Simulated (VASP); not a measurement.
# Al (Fm-3m) in VASP: a series of runs

The runs below take Al through single point, relaxation of cell and atoms, with LDA.

Program: VASP 6.6.1. These are calculated values, not measurements. Logs are shortened: lines on timing, memory, paths and dates and some standing lists are left out, and cuts for length are marked.

## (1) The cell of the first run

The structure is cubic, space group Fm-3m (No. 225). Conventional cell: a = 3.984 Å, b = 3.984 Å, c = 3.984 Å, α = 90.00°, β = 90.00°, γ = 90.00°. Within 3.7 Å of Al (site symmetry m-3m) lie 12 Al at 2.82 Å.

## (2) Single point, LDA

Input file INCAR:

```
PREC     = Accurate       # precision mode
ENCUT    = 520            # plane-wave cutoff, eV
EDIFF    = 1E-6           # SCF threshold, eV
ISMEAR   = 0              # smearing method
SIGMA    = 0.1            # smearing width, eV
LREAL    = F              # projectors in reciprocal space
LASPH    = T              # aspherical terms in the spheres
NELM     = 80             # most SCF steps
ALGO     = Normal         # electronic algorithm
ISIF     = 2              # what is computed and relaxed
LWAVE    = F              # write WAVECAR
LCHARG   = F              # write CHGCAR
NBANDS   = 8              # bands
```

Input file KPOINTS:

```
regular mesh
0
Gamma
  18 18 18
```

Input file POSCAR:

```
Al
1.0
    0.0000000000      1.9917807488      1.9917807488
    1.9917807488      0.0000000000      1.9917807488
    1.9917807488      1.9917807488      0.0000000000
Al
1
Direct
    0.0000000000      0.0000000000      0.0000000000
```

Potentials or basis: VASP PAW LDA potentials, release 64 (Al).

Started as:

```
$ cat potpaw_LDA.64/Al/POTCAR > POTCAR
$ mpirun -np 1 vasp_std > vasp.out
```

OUTCAR:

```text
PREC = Accurate
   ENCUT = 520
   EDIFF = 1E-6
   ISMEAR = 0
   LREAL = F
   LASPH = T
   NELM = 80
   ISIF = 2

 ion  position               nearest neighbor table
   1  0.000  0.000  0.000-

  LATTYP: Found a face centered cubic cell.
 ALAT       =     3.9835614976

  Lattice vectors:

 A1 = (   0.0000000000,   1.9917807488,   1.9917807488)
 A2 = (   1.9917807488,   0.0000000000,   1.9917807488)
 A3 = (   1.9917807488,   1.9917807488,   0.0000000000)

Analysis of symmetry for initial positions (statically):
=====================================================================
 Subroutine PRICEL returns:
 Original cell was already a primitive cell.

 Routine SETGRP: Setting up the symmetry group for a
 face centered cubic supercell.

 Subroutine GETGRP returns: Found 48 space group operations
 (whereof 48 operations were pure point group operations)
 out of a pool of 48 trial point group operations.

The static configuration has the point symmetry O_h .

Analysis of symmetry for dynamics (positions and initial velocities):
=====================================================================
 Subroutine PRICEL returns:
 Original cell was already a primitive cell.

 Routine SETGRP: Setting up the symmetry group for a
 face centered cubic supercell.

 Subroutine GETGRP returns: Found 48 space group operations
 (whereof 48 operations were pure point group operations)
 out of a pool of 48 trial point group operations.

The dynamic configuration has the point symmetry O_h .

 Subroutine INISYM returns: Found 48 space group operations
 (whereof 48 operations are pure point group operations),
 and found     1 'primitive' translations

----------------------------------------------------------------------------------------

                                     Primitive cell

  volume of cell :      15.8035

  direct lattice vectors                    reciprocal lattice vectors
     0.000000000  1.991780749  1.991780749    -0.251031646  0.251031646  0.251031646
     1.991780749  0.000000000  1.991780749     0.251031646 -0.251031646  0.251031646
     1.991780749  1.991780749  0.000000000     0.251031646  0.251031646 -0.251031646

  length of vectors
     2.816803348  2.816803348  2.816803348     0.434799565  0.434799565  0.434799565

  position of ions in fractional coordinates (direct lattice)
     0.000000000  0.000000000  0.000000000

  ion indices of the primitive-cell ions
   primitive index   ion index
                 1           1

----------------------------------------------------------------------------------------

 KPOINTS: regular mesh

Automatic generation of k-mesh.
 Grid dimensions read from file:
 generate k-points for:   18   18   18

 Generating k-lattice:

  Cartesian coordinates                     Fractional coordinates (reciprocal lattice)
    -0.013946203  0.013946203  0.013946203     0.055555556  0.000000000  0.000000000
     0.013946203 -0.013946203  0.013946203     0.000000000  0.055555556  0.000000000
     0.013946203  0.013946203 -0.013946203     0.000000000  0.000000000  0.055555556

  Length of vectors
     0.024155531  0.024155531  0.024155531

  Shift w.r.t. Gamma in fractional coordinates (k-lattice)
     0.000000000  0.000000000  0.000000000

 Subroutine IBZKPT returns following result:
 ===========================================

 Found    195 irreducible k-points:

 Following reciprocal coordinates:
            Coordinates               Weight
  0.000000  0.000000  0.000000      1.000000
  0.055556  0.000000  0.000000      8.000000
  0.111111  0.000000  0.000000      8.000000
  0.166667  0.000000  0.000000      8.000000
  0.222222  0.000000  0.000000      8.000000
  0.277778  0.000000  0.000000      8.000000
[... 16 lines left out ...]
 -0.277778  0.055556  0.000000     24.000000
 -0.222222  0.055556  0.000000     24.000000
 [... further k-points ...]
   k-points           NKPTS =    195   k-points in BZ     NKDIM =    195   number of bands    NBANDS=      8
   number of dos      NEDOS =    301   number of ions     NIONS =      1
   total plane-waves  NPLWV =  13824
   dimension x,y,z NGX =    24 NGY =   24 NGZ =   24
   dimension x,y,z NGXF=    48 NGYF=   48 NGZF=   48
   ions per type =               1
   NGX,Y,Z   is equivalent  to a cutoff of  14.16, 14.16, 14.16 a.u.
   NGXF,Y,Z  is equivalent  to a cutoff of  28.33, 28.33, 28.33 a.u.
 SYSTEM =  unknown system
   PREC   = accura    normal or accurate (medium, high low for compatibility)
   ISTART =      0    job   : 0-new  1-cont  2-samecut
   ICHARG =      2    charge: 1-file 2-atom 10-const
   ISPIN  =      1    spin polarized calculation?
   LNONCOLLINEAR =      F non collinear calculations
   LSORBIT =      F    spin-orbit coupling
   LASPH  =      T    aspherical Exc in radial PAW
   ENCUT  =  520.0 eV  38.22 Ry    6.18 a.u.   5.24  5.24  5.24*2*pi/ulx,y,z
   NELM   =     80;   NELMIN=  2; NELMDL= -5     # of ELM steps
   EDIFF  = 0.1E-05   stopping-criterion for ELM
   LREAL  =      F    real-space projection
   EDIFFG = 0.1E-04   stopping-criterion for IOM
   NSW    =      0    number of steps for IOM
   IBRION =     -1    ionic relax: 0-MD 1-quasi-New 2-CG
   NFREE  =      0    steps in history (QN), initial steepest desc. (CG)
   ISIF   =      2    stress and relaxation
   ISYM   =      2    0-nonsym 1-usesym 2-fastsym
   POTIM  = 0.5000    time-step for ionic-motion
   TEBEG  =    0.0;   TEEND  =   0.0 temperature during run
   PSTRESS=    0.0 pullay stress
   NELECT =       3.0000    total number of electrons
   NUPDOWN=      -1.0000    fix difference up-down
   EMIN   =  10.00;   EMAX   =-10.00  energy-range for DOS
   EFERMI =   0.00;   METHOD = LEGACY
   ISMEAR =     0;   SIGMA  =   0.10  broadening in eV -4-tet -1-fermi 0-gaus
   EFERMI_NEDOS =   21; number of points for ismear=-14 and -15
   IALGO  =     38    algorithm
   IMIX   =      4    mixing-type and parameters
     AMIX     =   0.40;   BMIX     =  1.00
     AMIX_MAG =   1.60;   BMIX_MAG =  1.00
  volume/ion in A,a.u.               =      15.80       106.65
  Fermi-wavevector in a.u.,A,eV,Ry     =   0.940872  1.777990 12.044414  0.885239
  Thomas-Fermi vector in A             =   2.068326
   LORBIT       =      0    0 simple, 1 ext, 2 COOP (PROOUT), +10 PAW based schemes
   GGA     = CA    functional components
   LHFCALC =     F    Hartree Fock is set to
   AEXX    =    0.0000 exact exchange contribution
   IVDW    =     0    specifies the selected vdW correction
   LEPSILON=     F    determine dielectric tensor
   LRPA    =     F    only Hartree local field effects (RPA)
 non-spin polarized calculation
 Gauss-broadening in eV      SIGMA  =   0.10
  energy-cutoff  :      520.00
  volume of cell :       15.80
 maximum number of plane-waves:       444
 NGX is ok and might be reduce to    24
   NGX = 11   NGY = 11   NGZ = 11

 number of electron       3.0000000 magnetization

 Free energy of the ion-electron system (eV)
  ---------------------------------------------------
  ext. energy  EPLUGINS =         0.00000000
  ---------------------------------------------------
  free energy    TOTEN  =        -4.19014898 eV

  energy without entropy =       -4.18716102  energy(sigma->0) =       -4.18865500

 E-fermi :   8.2376     XC(G=0): -10.5042

 val. band max:        8.2194284815   @ k =  -0.2778   0.2778   0.0556
 cond. band min:       8.2445185352   @ k =  -0.4444   0.3333   0.1111
 fundamental gap:      0.0250900537
 Fermi energy:         8.2375671605

 k-point     1 :       0.0000    0.0000    0.0000
  band No.  band energies     occupation
      1      -3.1542      2.00000
      2      21.0527      0.00000
      3      21.0527      0.00000
      4      21.0527      0.00000
      5      22.7082      0.00000
      6      22.7082      0.00000
      7      22.7082      0.00000
      8      25.1751      0.00000

 k-point     2 :       0.0556    0.0000    0.0000
  band No.  band energies     occupation
      1      -3.0681      2.00000
      2      19.5497      0.00000
      3      20.7588      0.00000
      4      20.7588      0.00000
      5      23.1352      0.00000
      6      23.1352      0.00000
      7      23.2799      0.00000
      8      26.0522      0.00000

 k-point     3 :       0.1111    0.0000    0.0000
  band No.  band energies     occupation
      1      -2.8101      2.00000
      2      17.2978      0.00000
      3      20.2580      0.00000
      4      20.2580      0.00000
      5      23.3638      0.00000
      6      24.0042      0.00000
      7      24.0042      0.00000
      8      26.4605      0.00000

 k-point     4 :       0.1667    0.0000    0.0000
  band No.  band energies     occupation
      1      -2.3811      2.00000
      2      15.0212      0.00000
      3      19.8148      0.00000
      4      19.8148      0.00000
      5      23.2088      0.00000
      6      24.5955      0.00000
      7      24.5955      0.00000
      8      25.8307      0.00000

 k-point     5 :       0.2222    0.0000    0.0000
  band No.  band energies     occupation
      1      -1.7828      2.00000
      2      12.8185      0.00000
      3      19.4875      0.00000
      4      19.4875      0.00000
      5      23.0408      0.00000
      6      23.7930      0.00000
      7      23.7930      0.00000
      8      26.8009      0.00000
[... 177 lines left out ...]
 k-point    22 :      -0.3333    0.0556    0.0000
  band No.  band energies     occupation
      1       0.3326      2.00000
      2       8.1916      1.48434
      3      17.5460      0.00000
      4      20.4485      0.00000
      5      20.5252      0.00000
      6      21.9931      0.00000
      7      23.6281      0.00000
      8      26.5749      0.00000

 k-point    23 :      -0.2778    0.0556    0.0000
  band No.  band energies     occupation
      1      -0.6505      2.00000
      2      10.1160      0.00000
      3      17.5638      0.00000
      4      20.4853      0.00000
      5      21.3819      0.00000
      6      22.8735      0.00000
      7      23.5724      0.00000
      8      27.3797      0.00000

 k-point    24 :      -0.2222    0.0556    0.0000
  band No.  band energies     occupation
      1      -1.4704      2.00000
      2      12.1650      0.00000
      3      17.7278      0.00000
      4      20.6216      0.00000
      5      22.3910      0.00000
      6      23.5558      0.00000
      7      23.9370      0.00000
      8      26.1657      0.00000

 [... further k-points ...]

------------------------ aborting loop because EDIFF is reached ----------------------------------------

  FORCE on cell =-STRESS in cart. coord.  units (eV):
  Direction    XX          YY          ZZ          XY          YZ          ZX
  --------------------------------------------------------------------------------------
  -------------------------------------------------------------------------------------
  Total        0.0072421      0.0072421      0.0072421      0.0000000      0.0000000     -0.0000000
  in kB        0.7342105      0.7342105      0.7342105      0.0000000      0.0000000     -0.0000000
  external PRESSURE =       0.7342105 kB  Pullay stress =       0.0000000 kB

 VOLUME and BASIS-vectors are now :
 -----------------------------------------------------------------------------
  energy-cutoff  :      520.00
  volume of cell :       15.80
      direct lattice vectors                 reciprocal lattice vectors
     0.000000000  1.991780749  1.991780749    -0.251031646  0.251031646  0.251031646
     1.991780749  0.000000000  1.991780749     0.251031646 -0.251031646  0.251031646
     1.991780749  1.991780749  0.000000000     0.251031646  0.251031646 -0.251031646

 POSITION                                       TOTAL-FORCE (eV/Angst)
 -----------------------------------------------------------------------------------
      0.00000      0.00000      0.00000         0.000000      0.000000      0.000000
 -----------------------------------------------------------------------------------
    total drift:                                0.000000     -0.000000     -0.000000

  FREE ENERGIE OF THE ION-ELECTRON SYSTEM (eV)
  ---------------------------------------------------
  free  energy   TOTEN  =        -4.1901489826 eV

  energy  without entropy=       -4.1871610156  energy(sigma->0) =       -4.18865500
```

It took 13 s on 1 thread of AMD EPYC 9R14 (Zen 4), shared host; peak memory 0.1 GiB.

Results:

- Free energy: -4.1901 eV
- Pressure: 0.1 GPa

## (3) Single point, LDA

This run uses another cell than the first one, of 16.60 Å³/atom, 1.051 times its volume.

Input file INCAR:

```
SYSTEM = Al
ALGO = Normal ; EDIFF = 1E-6
ENCUT = 520 ; GGA = CA
ISIF = 2 ; ISMEAR = 0
LASPH = .True. ; LCHARG = .True.
LELF = .True. ; LREAL = .False.
LVHAR = .True. ; LWAVE = .False.
NBANDS = 8 ; NELM = 80
PREC = Accurate ; SIGMA = 0.1
```

Input file KPOINTS:

```
k-points
0
Gamma
  8 8 8
  0 0 0
```

Input file POSCAR:

```
Al
1.0
    0.0000000000      2.0248050000      2.0248050000
    2.0248050000      0.0000000000      2.0248050000
    2.0248050000      2.0248050000      0.0000000000
Al
1
Direct
    0.0000000000      0.0000000000      0.0000000000
```

Potentials or basis: VASP PAW LDA potentials, release 64 (Al).

Started as:

```
$ cat potpaw_LDA.64/Al/POTCAR > POTCAR
$ mpirun -np 1 vasp_std > vasp.out
```

Wall time 7.8 s (1 thread of Intel Xeon 6455B, shared host); peak memory 0.12 GiB.

It converged, with:

```
Free energy : -4.1780 eV
Pressure    : -3.7 GPa
```

Levels at points of the mesh, in eV from the Fermi level:
| k point | band 1 | band 2 | band 3 | band 4 |
| --- | --- | --- | --- | --- |
| (0.00, 0.00, 0.00) | -11.12 | 12.48 | 12.48 | 12.48 |
| (0.50, 0.00, 0.00) | -4.59 | -4.45 | 11.11 | 11.11 |
| (0.50, 0.50, 0.00) | -2.94 | -1.68 | 5.24 | 5.44 |

## (4) Single point, LDA

Input file INCAR:

```
PREC     = Accurate       # precision mode
ENCUT    = 520            # plane-wave cutoff, eV
EDIFF    = 1E-6           # SCF threshold, eV
ISMEAR   = 0              # smearing method
SIGMA    = 0.1            # smearing width, eV
LREAL    = F              # projectors in reciprocal space
LASPH    = T              # aspherical terms in the spheres
NELM     = 80             # most SCF steps
ALGO     = Normal         # electronic algorithm
ISIF     = 2              # what is computed and relaxed
LWAVE    = F              # write WAVECAR
LCHARG   = F              # write CHGCAR
NBANDS   = 8              # bands
```

Input file KPOINTS:

```
regular mesh
0
Gamma
  18 18 18
```

Input file POSCAR:

```
Al
1.0
    0.0000000000      1.9917807489      1.9917807489
    1.9917807489      0.0000000000      1.9917807489
    1.9917807489      1.9917807489      0.0000000000
Al
1
Direct
    0.0000000000      0.0000000000      0.0000000000
```

Started as:

```
$ cat potpaw_LDA.64/Al/POTCAR > POTCAR
$ mpirun -np 1 vasp_std > vasp.out
```

It used 9.5 s of CPU time on 1 thread of Intel Xeon 6455B, with other jobs on the host.

Results (log left out):

| Property | Result |
| --- | --- |
| Free energy | -4.1901 eV |
| Pressure | 0.1 GPa |

Levels at points of the mesh, in eV from the Fermi level:
| k point | band 1 | band 2 | band 3 | band 4 | band 5 |
| --- | --- | --- | --- | --- | --- |
| (0.00, 0.00, 0.00) | -11.39 | 12.82 | 12.82 | 12.82 | 14.47 |
| (0.50, 0.00, 0.00) | -4.71 | -4.44 | 11.64 | 11.64 | 11.71 |
| (0.50, 0.50, 0.00) | -2.99 | -1.61 | 5.31 | 5.75 | 5.75 |

## (5) Relaxation of cell and atoms, LDA

This run uses another cell than the first one, of 16.60 Å³/atom, 1.051 times its volume.

Input file INCAR:

```
  PREC = Accurate
  ENCUT = 600
  EDIFF = 1E-6
  ISMEAR = 0
  SIGMA = 0.1
  LREAL = False
  LASPH = True
  NELM = 80
  ALGO = Fast
  ISIF = 3
  LWAVE = False
  LCHARG = False
  IBRION = 2
  NSW = 100
  EDIFFG = -0.002
```

Input file KPOINTS:

```
Automatic mesh
0
Gamma
  18 18 18
```

Input file POSCAR:

```
Al
1.0
    0.0000000000      2.0248050000      2.0248050000
    2.0248050000      0.0000000000      2.0248050000
    2.0248050000      2.0248050000      0.0000000000
Al
1
Direct
    0.0000000000      0.0000000000      0.0000000000
```

Started as:

```
$ cat potpaw_LDA.64/Al/POTCAR > POTCAR
$ mpirun -np 1 vasp_std > vasp.out
```

It used 14 s of CPU time on 1 thread of Intel Xeon 6455B, with other jobs on the host.

The run converged. Its results:

| Property | Result |
| --- | --- |
| Free energy | -4.1902 eV |
| Relaxed volume | 15.82 Å³/atom |
| Relaxed cell | a = 2.818 Å, b = 2.818 Å, c = 2.818 Å, α = 60.00°, β = 60.00°, γ = 60.00° |
| Space group after relaxing (to 0.05 Å) | Fm-3m (No. 225) |
| Energy gained by relaxing | 9.2 meV/atom |
| Ionic steps | 3 |
| Pressure after relaxing | 0.0 GPa |

The path:
```csv
step,energy change (eV),largest force (eV/Å),pressure (GPa),volume (Å³)
1,0.0000,0.0000,-3.60,16.60
2,-0.0090,0.0000,0.50,15.72
3,-0.0092,0.0000,0.00,15.82
```

Final structure:
```xyz
1
Lattice="0.0000 1.9924 1.9924 1.9924 0.0000 1.9924 1.9924 1.9924 0.0000" Properties=species:S:1:pos:R:3 pbc="T T T"
Al    0.0000    0.0000    0.0000
```

Levels at points of the mesh, in eV from the Fermi level:
| k point | band 1 | band 2 | band 3 | band 4 |
| --- | --- | --- | --- | --- |
| (0.00, 0.00, 0.00) | -11.39 | 12.81 | 12.81 | 12.81 |
| (0.50, 0.00, 0.00) | -4.71 | -4.44 | 11.64 | 11.70 |
| (0.50, 0.50, 0.00) | -2.99 | -1.61 | 5.31 | 5.74 |

LDA usually gives volumes a few per cent too small. Zero-point motion and thermal expansion aren't in these numbers.

## (6) Overview

| task | cell | k mesh | cutoff (eV) | gap on the mesh (eV) | pressure (GPa) |
| --- | --- | --- | --- | --- | --- |
| single point | a = 2.817 Å, angles 60.0°, 1 atom | 18 × 18 × 18 | 520 | none | 0.1 |
| single point | a = 2.864 Å, angles 60.0°, 1 atom | 8 × 8 × 8 | 520 | none | -3.7 |
| relaxation of cell and atoms | relaxed from a = 2.864 Å, angles 60.0°, 1 atom | 18 × 18 × 18 | 600 | none | 0.0 |

Alike in all rows: level LDA; potentials or basis VASP PAW LDA potentials, release 64 (Al); no spin polarisation; smearing gaussian 0.1 eV.

Total energies depend on the potentials used, so only differences within one code and one set of settings carry meaning.
